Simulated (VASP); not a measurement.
Write the native input for VASP 6.6.1 that does the following.

- Task: relaxation of cell and atoms
- Functional: PBE
- Potentials or basis: VASP PAW PBE potentials, release 64 (Na_pv, Li_sv)
- Cutoff: 600 eV
- k mesh: 4 × 4 × 4
- Occupations: gaussian, width 0.1 eV
- Spin: no spin polarisation
- Dipole correction: no
- Further INCAR settings: ALGO = Normal; EDIFF = 1e-06; IBRION = 2; EDIFFG = -0.05; NSW = 100; ISIF = 3

The structure of Na3Li lies in POSCAR:

```
Na3Li
1.0
    4.4072490818      0.0000000000      0.0000000000
    0.0000000000      4.4072490818      0.0000000000
    0.0000000000      0.0000000000      4.4072490818
Na Li
3 1
Direct
    0.0000000000      0.5000000000      0.5000000000
    0.5000000000      0.0000000000      0.5000000000
    0.5000000000      0.5000000000      0.0000000000
    0.0000000000      0.0000000000      0.0000000000
```

The input as run:

INCAR

```
PREC = Accurate
ENCUT = 600
EDIFF = 1E-6
ISMEAR = 0
SIGMA = 0.1
LREAL = F
LASPH = T
NELM = 80
ALGO = Normal
ISIF = 3
LWAVE = F
LCHARG = F
GGA = PE
IBRION = 2
NSW = 100
EDIFFG = -0.05
```

KPOINTS

```
regular mesh
0
Gamma
  4 4 4
```

Potentials or basis: VASP PAW PBE potentials, release 64 (Na_pv, Li_sv).

Run with:

```console
$ cat potpaw_PBE.64/Na_pv/POTCAR potpaw_PBE.64/Li_sv/POTCAR > POTCAR
$ mpirun -np 1 vasp_std > vasp.out
```

It gave:

* Relaxed volume: 31.94 Å³/atom
* Relaxed cell: a = 5.037 Å, b = 5.037 Å, c = 5.037 Å, α = 90.00°, β = 90.00°, γ = 90.00°
* Space group after relaxing (to 0.1 Å): Pm-3m (No. 221)
* Energy gained by relaxing: 207.0 meV/atom
* Ionic steps: 4
* Pressure after relaxing: 0.1 GPa
* Band gap on the k mesh: zero (bands 12 and 13 overlap by 2.16 eV)

Caveat: the cutoff is under 1.25 times the usual one of these potentials, so pressure, stress and relaxed cells hold a basis-set (Pulay) error; the volume moved by over 15 % at a fixed basis, so the end points are rough.

Run time: 72 s on 1 thread of Intel Xeon 8259CL, on a shared host, peak memory 0.2 GiB.
